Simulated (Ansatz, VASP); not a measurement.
# One calculation of BaTiO3, two programs

```xyz
5
Lattice="4.3135 0.0000 0.0000 0.0000 4.3135 0.0000 0.0000 0.0000 3.9941" Properties=species:S:1:pos:R:3 pbc="T T T"
Ba    0.0000    0.0000    0.0000
Ti    2.1567    2.1567    1.9971
O     2.1567    2.1567    0.0000
O     2.1567    0.0000    1.9971
O     0.0000    2.1567    1.9971
```

Change from the starting cell: strain +0.080 along x and y, +0.000 along z, atoms carried along.

Alike in both runs: task single point; functional r2SCAN; k mesh 8 × 8 × 8; occupations gaussian, width 0.05 eV; no spin polarisation.

```csv
,VASP,Ansatz
version,VASP 6.6.1,Ansatz 0.2.0
potentials or method,"VASP PAW PBE potentials, release 64 (Ba_sv, Ti_sv, O), cutoff 520 eV","scalar-relativistic, plane waves, PAW"
valence electrons in the cell,40,40
```

Ansatz gave:

| Property | Result |
| --- | --- |
| gap on the k mesh at the Fermi level (eV) | 1.68 |
| least direct gap on the mesh (eV) | 1.92 |
| pressure (GPa) | -18.7 |
| traceless stress, the component that is largest in VASP (GPa) | 5.49 |

Question: Estimate VASP's values.

Answer: gap on the k mesh at the Fermi level (eV): 1.67; least direct gap on the mesh (eV): 1.93; pressure (GPa): -17.6; traceless stress, the component that is largest in VASP (GPa): 5.73.

VASP's potentials were made for PBE, not for r2SCAN.

Spin-orbit coupling is off throughout.
